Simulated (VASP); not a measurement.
Input of a VASP 6.6.1 run:

The input INCAR:

```
SYSTEM = HC32
ALGO = Normal
EDIFF = 1E-6
ENCUT = 520
GGA = PS
ISIF = 2
ISMEAR = 0
ISPIN = 2
LASPH = .True.
LCHARG = .True.
LELF = .True.
LORBIT = 11
LREAL = Auto
LVHAR = .True.
LWAVE = .False.
MAGMOM = 0 0 0 0 0 0 0 0 0 0.05 0 0 0 0 0 0.05 0 0.05 0 0 0 0 0 0 0 0 0 0 0 0 0 0 0
NBANDS = 90
NCORE = 4
NELM = 150
PREC = Accurate
SIGMA = 0.05
```

The input KPOINTS:

```
k-points
0
Gamma
  2 2 1
  0 0 0
```

Contents of POSCAR:

```
HC32
1.0
    9.8640000000      0.0000000000      0.0000000000
   -4.9320000000      8.5424750000      0.0000000000
    0.0000000000      0.0000000000     12.0000000000
C H
32 1
Direct
    0.0002235061     -0.0001026635      0.0777560000
    0.1668222552      0.0836771545      0.0775912500
    0.0004722159      0.2500383086      0.0762105000
    0.1669012232      0.3332523654      0.0753505000
    0.0002235435      0.4999300554      0.0777607500
    0.1668217227      0.5827486765      0.0775909167
    0.0009332915      0.7502680429      0.0815679167
    0.1665547385      0.8330798744      0.0843820833
    0.2505838519      0.0009906965      0.0833907500
    0.4149509935      0.0852024735      0.0893800000
    0.2501163681      0.2500366697      0.0762163333
    0.4164765884      0.3333309141      0.0775888333
    0.2501155654      0.4996824691      0.0762123333
    0.4164772889      0.5827501983      0.0775840000
    0.2505846948      0.7491979783      0.0833814167
    0.4149513534      0.8293534368      0.0893620833
    0.5002368102     -0.0000811240      0.1172316667
    0.6707998064      0.0852020053      0.0893522500
    0.4991630286      0.2495701773      0.0833917500
    0.6670741324      0.3335998057      0.0843826667
    0.5002560276      0.4999299383      0.0777531667
    0.6664816278      0.5830427364      0.0804890833
    0.4991636489      0.7491969248      0.0833844167
    0.6670756841      0.8330777673      0.0843829167
    0.7509564731      0.0009899941      0.0833794167
    0.9174040052      0.0836762180      0.0775840833
    0.7509557477      0.2495692408      0.0833775000
    0.9174048478      0.3333322017      0.0775886667
    0.7498863296      0.4992213615      0.0815667500
    0.9171092992      0.5830440241      0.0804898333
    0.7498870858      0.7502668723      0.0815642500
    0.9171101383      0.8336708038      0.0804895000
    0.5002650655     -0.0000868601      0.2114320833
```

Potentials or basis: VASP PAW PBE potentials, release 64 (C, H).

Launch:

```console
$ cat potpaw_PBE.64/C/POTCAR potpaw_PBE.64/H/POTCAR > POTCAR
$ mpirun -np 4 vasp_std > vasp.out
```

(1) Predict the band gap on the k mesh.

(2) What does it give for the site moments?

(3) Predict the largest force.

(4) Estimate the net moment.

Results:

(1) 0.29 eV.

(2) C -0.01, +0.02, +0.04, -0.02, +0.06, +0.08, +0.05 (each value once); H +0.04 μB.

(3) 0.045 eV/Å.

(4) 1.00 μB per cell.

Caveat: there is no dipole correction, which matters where the two faces differ; the PAW data sets were made with another functional, which shifts forces and pressure a little.
